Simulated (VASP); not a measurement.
# HfB (I4/mmm) in VASP: a series of runs

HfB is run at these levels: PBEsol; tasks: single point.

Program: VASP 6.6.1. These are calculated values, not measurements. Logs are shortened: lines on timing, memory, paths and dates and some standing lists are left out, and cuts for length are marked.

### Step 1. The cell of the first run

It takes space group I4/mmm (No. 139, tetragonal). Conventional cell: a = 3.267 Å, b = 3.267 Å, c = 4.250 Å, α = 90.00°, β = 90.00°, γ = 90.00°. Hf (site symmetry 4/mmm) has 6 B at 2.13 to 2.31 Å within 2.8 Å. Within 2.8 Å of B (site symmetry 4/mmm) lie 6 Hf at 2.13 to 2.31 Å.

### Step 2. Single point, PBEsol (strain +0.000 along x and y, -0.080 along z)

INCAR

```
ALGO = Normal
EDIFF = 1E-6
ENCUT = 520
GGA = PS
ISIF = 2
ISMEAR = 0
LASPH = True
LCHARG = True
LELF = True
LREAL = False
LVHAR = True
LWAVE = False
NBANDS = 14
NELM = 100
PREC = Accurate
SIGMA = 0.15
```

KPOINTS

```
k-points
0
Gamma
  18 18 18
```

POSCAR

```
HfB
1.0
    0.0000000000      2.3100000000      2.1252000000
    2.3100000000      0.0000000000      2.1252000000
    2.3100000000      2.3100000000      0.0000000000
Hf B
1 1
Direct
    0.5000000000      0.5000000000      0.5000000000
    0.0000000000      0.0000000000      0.0000000000
```

Potentials or basis: VASP PAW PBE potentials, release 64 (Hf_pv, B).

On the command line:

```
> cat potpaw_PBE.64/Hf_pv/POTCAR potpaw_PBE.64/B/POTCAR > POTCAR
> mpirun -np 1 vasp_std > vasp.out
```

OUTCAR:

```text
EDIFF = 1E-6
   ENCUT = 520
   GGA = PS
   ISIF = 2
   ISMEAR = 0
   LASPH = True
   LREAL = False
   NELM = 100
   PREC = Accurate

 ion  position               nearest neighbor table
   1  0.500  0.500  0.500-   2 2.13   2 2.13   2 2.31   2 2.31   2 2.31   2 2.31
   2  0.000  0.000  0.000-   1 2.13   1 2.13   1 2.31   1 2.31   1 2.31   1 2.31

  LATTYP: Found a body centered tetragonal cell.
 ALAT       =     3.2668333291
 C/A-ratio  =     1.3010764774

  Lattice vectors:

 A1 = (   0.0000000000,  -2.3100000000,  -2.1252000000)
 A2 = (   0.0000000000,   2.3100000000,  -2.1252000000)
 A3 = (   2.3100000000,   0.0000000000,   2.1252000000)

Analysis of symmetry for initial positions (statically):
=====================================================================
 Subroutine PRICEL returns:
 Original cell was already a primitive cell.

 Routine SETGRP: Setting up the symmetry group for a
 body centered tetragonal supercell.

 Subroutine GETGRP returns: Found 16 space group operations
 (whereof 16 operations were pure point group operations)
 out of a pool of 16 trial point group operations.

The static configuration has the point symmetry D_4h.

Analysis of symmetry for dynamics (positions and initial velocities):
=====================================================================
 Subroutine PRICEL returns:
 Original cell was already a primitive cell.

 Routine SETGRP: Setting up the symmetry group for a
 body centered tetragonal supercell.

 Subroutine GETGRP returns: Found 16 space group operations
 (whereof 16 operations were pure point group operations)
 out of a pool of 16 trial point group operations.

The dynamic configuration has the point symmetry D_4h.

 Subroutine INISYM returns: Found 16 space group operations
 (whereof 16 operations are pure point group operations),
 and found     1 'primitive' translations

----------------------------------------------------------------------------------------

                                     Primitive cell

  volume of cell :      22.6806

  direct lattice vectors                    reciprocal lattice vectors
     0.000000000  2.310000000  2.125200000    -0.216450216  0.216450216  0.235271974
     2.310000000  0.000000000  2.125200000     0.216450216 -0.216450216  0.235271974
     2.310000000  2.310000000  0.000000000     0.216450216  0.216450216 -0.235271974

  length of vectors
     3.138881176  3.138881176  3.266833329     0.386075503  0.386075503  0.386075503

  position of ions in fractional coordinates (direct lattice)
[... 89 lines left out ...]
   PSTRESS=    0.0 pullay stress
   NELECT =      13.0000    total number of electrons
   NUPDOWN=      -1.0000    fix difference up-down
   EMIN   =  10.00;   EMAX   =-10.00  energy-range for DOS
   EFERMI =   0.00;   METHOD = LEGACY
   ISMEAR =     0;   SIGMA  =   0.15  broadening in eV -4-tet -1-fermi 0-gaus
   EFERMI_NEDOS =   21; number of points for ismear=-14 and -15
   IALGO  =     38    algorithm
   IMIX   =      4    mixing-type and parameters
     AMIX     =   0.40;   BMIX     =  1.00
     AMIX_MAG =   1.60;   BMIX_MAG =  1.00
  volume/ion in A,a.u.               =      11.34        76.53
  Fermi-wavevector in a.u.,A,eV,Ry     =   1.359893  2.569825 25.161371  1.849309
  Thomas-Fermi vector in A             =   2.486602
   LORBIT       =      0    0 simple, 1 ext, 2 COOP (PROOUT), +10 PAW based schemes
   GGA     = PS    functional components
   LHFCALC =     F    Hartree Fock is set to
   AEXX    =    0.0000 exact exchange contribution
   IVDW    =     0    specifies the selected vdW correction
   LEPSILON=     F    determine dielectric tensor
   LRPA    =     F    only Hartree local field effects (RPA)
 non-spin polarized calculation
 Gauss-broadening in eV      SIGMA  =   0.15
  energy-cutoff  :      520.00
  volume of cell :       22.68
 maximum number of plane-waves:       621
   NGX = 11   NGY = 11   NGZ = 13

 number of electron      12.9999999 magnetization

 Free energy of the ion-electron system (eV)
  ---------------------------------------------------
  ext. energy  EPLUGINS =         0.00000000
  ---------------------------------------------------
  free energy    TOTEN  =       -17.54196918 eV

  energy without entropy =      -17.53117887  energy(sigma->0) =      -17.53657402

 E-fermi :   5.5997     XC(G=0): -12.7952

 val. band max:        5.5990857205   @ k =  -0.2778   0.3889   0.2778
 cond. band min:       5.6041822793   @ k =   0.3889   0.2778   0.1111
 fundamental gap:      0.0050965589
 Fermi energy:         5.5997165175

 k-point     1 :       0.0000    0.0000    0.0000
  band No.  band energies     occupation
      1     -22.3630      2.00000
      2     -22.2439      2.00000
      3     -22.2439      2.00000
      4      -4.2587      2.00000
      5       7.4379      0.00000
      6       7.4379      0.00000
      7       8.5383      0.00000
      8       9.4624      0.00000
      9       9.5325      0.00000
     10       9.5325      0.00000
     11      10.3128      0.00000
     12      10.4184      0.00000
     13      17.6163      0.00000
     14      20.3848      0.00000
[... 377 lines left out ...]
      1     -22.7609      2.00000
      2     -22.3806      2.00000
      3     -22.3109      2.00000
      4      -2.5584      2.00000
      5       4.5671      2.00000
      6       5.2097      1.99976
      7       5.9935      0.00020
      8       9.1256      0.00000
      9      10.2921      0.00000
     10      11.3160      0.00000
     11      15.7814      0.00000
     12      15.8768      0.00000
     13      20.1753      0.00000
     14      21.2175      0.00000

 [... further k-points ...]

------------------------ aborting loop because EDIFF is reached ----------------------------------------

  FORCE on cell =-STRESS in cart. coord.  units (eV):
  Direction    XX          YY          ZZ          XY          YZ          ZX
  --------------------------------------------------------------------------------------
  -------------------------------------------------------------------------------------
  Total        4.9399287      4.9399287     12.5162791      0.0000000     -0.0000000      0.0000000
  in kB      348.9614864    348.9614864    884.1624339      0.0000000     -0.0000000      0.0000000
  external PRESSURE =     527.3618022 kB  Pullay stress =       0.0000000 kB

 VOLUME and BASIS-vectors are now :
 -----------------------------------------------------------------------------
  energy-cutoff  :      520.00
  volume of cell :       22.68
      direct lattice vectors                 reciprocal lattice vectors
     0.000000000  2.310000000  2.125200000    -0.216450216  0.216450216  0.235271974
     2.310000000  0.000000000  2.125200000     0.216450216 -0.216450216  0.235271974
     2.310000000  2.310000000  0.000000000     0.216450216  0.216450216 -0.235271974

 POSITION                                       TOTAL-FORCE (eV/Angst)
 -----------------------------------------------------------------------------------
      2.31000      2.31000      2.12520        -0.000000      0.000000      0.000000
      0.00000      0.00000      0.00000         0.000000     -0.000000      0.000000
 -----------------------------------------------------------------------------------
    total drift:                                0.000000     -0.000000      0.000000

  FREE ENERGIE OF THE ION-ELECTRON SYSTEM (eV)
  ---------------------------------------------------
  free  energy   TOTEN  =       -17.5419691808 eV

  energy  without entropy=      -17.5311788650  energy(sigma->0) =      -17.53657402
```

stdout:

```text
POSCAR found type information on POSCAR HfB
 POSCAR found :  2 types and       2 ions
 scaLAPACK will be used
 -----------------------------------------------------------------------------
|                                                                             |
|                                                                             |
|     You enforced a specific xc type in the INCAR file but a different       |
|     I HOPE YOU KNOW WHAT YOU ARE DOING!                                     |
|                                                                             |
 -----------------------------------------------------------------------------

 LDA part: xc-table for (Slater+PW92), standard interpolation
 POSCAR, INCAR and KPOINTS ok, starting setup
 FFT: planning ... GRIDC
 FFT: planning ... GRID_SOFT
 FFT: planning ... GRID
 WAVECAR not read
 entering main loop
```

It took 62 s on 1 thread of Intel Xeon Platinum 8375C at 2.90GHz (Ice Lake), shared host; peak memory 0.27 GiB.

Results:

| Item | Value |
| --- | --- |
| Free energy | -17.5420 eV |
| Pressure | 52.7 GPa |

Stress tensor (GPa, compression positive):
```
34.90  0.00  0.00
 0.00 34.90  0.00
 0.00  0.00 88.42
```

Levels at points of the mesh, in eV from the Fermi level:
| k point | band 5 | band 6 | band 7 | band 8 | band 9 | band 10 |
| --- | --- | --- | --- | --- | --- | --- |
| (0.00, 0.00, 0.00) | 1.84 | 1.84 | 2.94 | 3.86 | 3.93 | 3.93 |
| (0.50, 0.00, 0.00) | -3.59 | -1.83 | -1.52 | 6.61 | 7.51 | 8.42 |
| (0.50, 0.50, 0.00) | -1.55 | 0.28 | 2.21 | 2.21 | 6.90 | 8.44 |
| (0.50, 0.00, 0.50) | -1.36 | -1.00 | 2.60 | 3.34 | 6.41 | 8.03 |

Caveat: the cell differs from its parent crystal (strain +0.000 along x and y, -0.080 along z); the PAW data sets were made with another functional, which shifts forces and pressure a little; spin-orbit coupling is left out, which moves the levels of the heavy elements.

### Step 3. Single point, PBEsol (strain +0.040 along x and y, -0.080 along z)

INCAR

```
PREC = Accurate
ENCUT = 520
EDIFF = 1E-6
ISMEAR = 0
SIGMA = 0.15
LREAL = F
LASPH = T
NELM = 60
ALGO = Normal
ISIF = 2
LWAVE = F
LCHARG = T
GGA = PS
LELF = T
LVHAR = T
NBANDS = 14
```

KPOINTS

```
regular mesh
0
Gamma
  18 18 18
```

POSCAR

```
HfB
1.0
    0.0000000000      2.4024000000      2.1252000000
    2.4024000000      0.0000000000      2.1252000000
    2.4024000000      2.4024000000      0.0000000000
Hf B
1 1
Direct
    0.5000000000      0.5000000000      0.5000000000
    0.0000000000      0.0000000000      0.0000000000
```

Potentials or basis: VASP PAW PBE potentials, release 64 (Hf_pv, B).

On the command line:

```
> cat potpaw_PBE.64/Hf_pv/POTCAR potpaw_PBE.64/B/POTCAR > POTCAR
> mpirun -np 1 vasp_std > vasp.out
```

Run time: 74 s. Hardware: 1 thread of Intel Xeon Platinum 8375C at 2.90GHz (Ice Lake), shared host; peak memory 0.29 GiB.

It converged, with:

```
Free energy : -17.7833 eV
Pressure    : 30.1 GPa
```

Stress tensor (GPa, compression positive):
```
 8.78  0.00  0.00
 0.00  8.78  0.00
 0.00  0.00 72.69
```

Levels at points of the mesh, in eV from the Fermi level:
```
           k point  band 3  band 4  band 5  band 6  band 7  band 8  band 9  band 10  band 11  band 12
(0.00, 0.00, 0.00)  -28.30   -9.65    1.65    1.65    3.11    3.32    3.61     3.61     4.21     4.72
(0.50, 0.00, 0.00)  -28.38   -5.14   -3.92   -1.81   -1.44    5.88    7.13     7.86     8.28    13.22
(0.50, 0.50, 0.00)  -28.67   -6.67   -1.41    0.29    1.71    1.71    6.41     7.61     7.61     9.70
(0.50, 0.00, 0.50)  -28.44   -6.95   -1.43   -1.11    2.36    3.22    5.56     7.11     8.23     9.41
```

Caveat: the cell differs from its parent crystal (strain +0.040 along x and y, -0.080 along z); the PAW data sets were made with another functional, which shifts forces and pressure a little; spin-orbit coupling is left out, which moves the levels of the heavy elements.

### Step 4. Single point, PBEsol (strain +0.080 along x and y, -0.080 along z)

INCAR

```
SYSTEM = HfB
ALGO = Normal
EDIFF = 1E-6
ENCUT = 520
GGA = PS
ISIF = 2
ISMEAR = 0
LASPH = .True.
LCHARG = .True.
LELF = .True.
LREAL = .False.
LVHAR = .True.
LWAVE = .False.
NBANDS = 14
NELM = 100
PREC = Accurate
SIGMA = 0.15
```

KPOINTS

```
k-points
0
Gamma
  18 18 18
  0 0 0
```

POSCAR

```
HfB
1.0
    0.0000000000      2.4948000000      2.1252000000
    2.4948000000      0.0000000000      2.1252000000
    2.4948000000      2.4948000000      0.0000000000
Hf B
1 1
Direct
    0.5000000000      0.5000000000      0.5000000000
    0.0000000000      0.0000000000      0.0000000000
```

Potentials or basis: VASP PAW PBE potentials, release 64 (Hf_pv, B).

On the command line:

```
> cat potpaw_PBE.64/Hf_pv/POTCAR potpaw_PBE.64/B/POTCAR > POTCAR
> mpirun -np 1 vasp_std > vasp.out
```

OUTCAR:

```text
SYSTEM = HfB
   EDIFF = 1E-6
   ENCUT = 520
   GGA = PS
   ISIF = 2
   ISMEAR = 0
   LASPH = .True.
   LREAL = .False.
   NELM = 100
   PREC = Accurate

 ion  position               nearest neighbor table
   1  0.500  0.500  0.500-   2 2.13   2 2.13   2 2.49   2 2.49   2 2.49   2 2.49
   2  0.000  0.000  0.000-   1 2.13   1 2.13   1 2.49   1 2.49   1 2.49   1 2.49

  LATTYP: Found a body centered tetragonal cell.
 ALAT       =     3.5281799954
 C/A-ratio  =     1.2047004420

  Lattice vectors:

 A1 = (   0.0000000000,  -2.4948000000,  -2.1252000000)
 A2 = (   0.0000000000,   2.4948000000,  -2.1252000000)
 A3 = (   2.4948000000,   0.0000000000,   2.1252000000)

Analysis of symmetry for initial positions (statically):
=====================================================================
 Subroutine PRICEL returns:
 Original cell was already a primitive cell.

 Routine SETGRP: Setting up the symmetry group for a
 body centered tetragonal supercell.

 Subroutine GETGRP returns: Found 16 space group operations
 (whereof 16 operations were pure point group operations)
 out of a pool of 16 trial point group operations.

The static configuration has the point symmetry D_4h.

[... 177 lines left out ...]
      9       8.0248      0.00000
     10       8.0248      0.00000
     11       8.3076      0.00000
     12       9.2617      0.00000
     13      16.2096      0.00000
     14      18.1411      0.00000
[... 377 lines left out ...]
      1     -24.3828      2.00000
      2     -24.1469      2.00000
      3     -24.1202      2.00000
      4      -3.3813      2.00000
      5       3.5590      2.00000
      6       4.2021      1.99999
      7       5.2485      0.00000
      8       7.7033      0.00000
      9       8.8258      0.00000
     10       9.6482      0.00000
     11      12.9133      0.00000
     12      13.3267      0.00000
     13      17.5544      0.00000
     14      19.2883      0.00000

 [... further k-points ...]

------------------------ aborting loop because EDIFF is reached ----------------------------------------

  FORCE on cell =-STRESS in cart. coord.  units (eV):
  Direction    XX          YY          ZZ          XY          YZ          ZX
  --------------------------------------------------------------------------------------
  -------------------------------------------------------------------------------------
  Total       -1.3175512     -1.3175512      9.6557406      0.0000000      0.0000000      0.0000000
  in kB      -79.7952065    -79.7952065    584.7832171      0.0000000      0.0000000      0.0000000
  external PRESSURE =     141.7309347 kB  Pullay stress =       0.0000000 kB

 VOLUME and BASIS-vectors are now :
 -----------------------------------------------------------------------------
  energy-cutoff  :      520.00
  volume of cell :       26.45
      direct lattice vectors                 reciprocal lattice vectors
     0.000000000  2.494800000  2.125200000    -0.200416867  0.200416867  0.235271974
     2.494800000  0.000000000  2.125200000     0.200416867 -0.200416867  0.235271974
     2.494800000  2.494800000  0.000000000     0.200416867  0.200416867 -0.235271974

 POSITION                                       TOTAL-FORCE (eV/Angst)
 -----------------------------------------------------------------------------------
      2.49480      2.49480      2.12520         0.000000      0.000000      0.000000
      0.00000      0.00000      0.00000        -0.000000     -0.000000     -0.000000
 -----------------------------------------------------------------------------------
    total drift:                                0.000000     -0.000000      0.000000

  FREE ENERGIE OF THE ION-ELECTRON SYSTEM (eV)
  ---------------------------------------------------
  free  energy   TOTEN  =       -17.7806880343 eV

  energy  without entropy=      -17.7643189126  energy(sigma->0) =      -17.77250347
```

OSZICAR:

```text
N       E                     dE             d eps       ncg     rms          rms(c)
DAV:   1     0.210212593278E+02    0.21021E+02   -0.69705E+03 13472   0.866E+02
DAV:   2    -0.184513131649E+02   -0.39473E+02   -0.37380E+02 17330   0.191E+02
DAV:   3    -0.194830800616E+02   -0.10318E+01   -0.10251E+01 16290   0.212E+01
DAV:   4    -0.194870779546E+02   -0.39979E-02   -0.39975E-02 15968   0.163E+00
DAV:   5    -0.194871027315E+02   -0.24777E-04   -0.24777E-04 16708   0.114E-01    0.603E+01
DAV:   6    -0.178518643392E+02    0.16352E+01   -0.29213E+00 15414   0.991E+00    0.382E+01
DAV:   7    -0.178039786204E+02    0.47886E-01   -0.59833E-01 18258   0.500E+00    0.103E+01
DAV:   8    -0.177806322574E+02    0.23346E-01   -0.66723E-02 15830   0.157E+00    0.103E+00
DAV:   9    -0.177806939053E+02   -0.61648E-04   -0.36154E-03 16920   0.413E-01    0.297E-01
DAV:  10    -0.177806881133E+02    0.57919E-05   -0.68379E-05 15996   0.582E-02    0.403E-02
DAV:  11    -0.177806880343E+02    0.79068E-07   -0.30640E-06 16650   0.121E-02
   1 F= -.17780688E+02 E0= -.17772503E+02  d E =-.163691E-01
```

stdout:

```text
POSCAR found type information on POSCAR HfB
 POSCAR found :  2 types and       2 ions
 scaLAPACK will be used
 -----------------------------------------------------------------------------
|                                                                             |
|                                                                             |
|     You enforced a specific xc type in the INCAR file but a different       |
|     I HOPE YOU KNOW WHAT YOU ARE DOING!                                     |
|                                                                             |
 -----------------------------------------------------------------------------

 LDA part: xc-table for (Slater+PW92), standard interpolation
 POSCAR, INCAR and KPOINTS ok, starting setup
 FFT: planning ... GRIDC
 FFT: planning ... GRID_SOFT
 FFT: planning ... GRID
 WAVECAR not read
 entering main loop
```

Wall time 78 s (1 thread of Intel Xeon Platinum 8375C at 2.90GHz (Ice Lake), shared host); peak memory 0.3 GiB.

Results:

* Free energy: -17.7807 eV
* Pressure: 14.2 GPa

Stress tensor (GPa, compression positive):
```
-7.98  0.00  0.00
 0.00 -7.98  0.00
 0.00  0.00 58.48
```

Caveat: the cell differs from its parent crystal (strain +0.080 along x and y, -0.080 along z); the PAW data sets were made with another functional, which shifts forces and pressure a little; spin-orbit coupling is left out, which moves the levels of the heavy elements.

[end of part 1 of 2]
